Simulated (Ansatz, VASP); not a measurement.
# Two plane-wave programs on Si4Ru

```
CELL_PARAMETERS angstrom
3.36063 -3.57498 0.00000
3.36063 3.57498 0.00000
0.00000 0.00000 2.99015
ATOMIC_POSITIONS crystal
Si 0.27967 0.27967 0.00000
Si 0.18155 0.81845 0.50000
Si 0.81845 0.18155 0.50000
Si 0.72033 0.72033 0.00000
Ru 0.00000 0.00000 0.00000
```

Change from the starting cell: species swapped into the OsCl4 type (Cmmm, No. 65).

Alike in both runs: task single point; functional PBE; k mesh 4 × 4 × 6; occupations gaussian, width 0.1 eV; no spin polarisation.

|  | VASP | Ansatz |
| --- | --- | --- |
| version | VASP 6.6.1 | Ansatz 0.2.0 |
| potentials or method | VASP PAW PBE potentials, release 64 (Si, Ru_pv), cutoff 520 eV | scalar-relativistic, plane waves, PAW |
| valence electrons in the cell | 30 | 32 |

```csv
,VASP,Ansatz,Ansatz less VASP
gap on the k mesh at the Fermi level (eV),none,none,-
rms of the force components (eV/Å),7.616,7.583,-0.0330
```

Atom by atom the forces differ by 0.033 eV/Å (rms over components). A gap of «none» marks a metal or a gap that the smearing closes. VASP's potentials hold 30 valence electrons a cell and Ansatz's 32, so a difference there can come from the potentials and not from the codes.
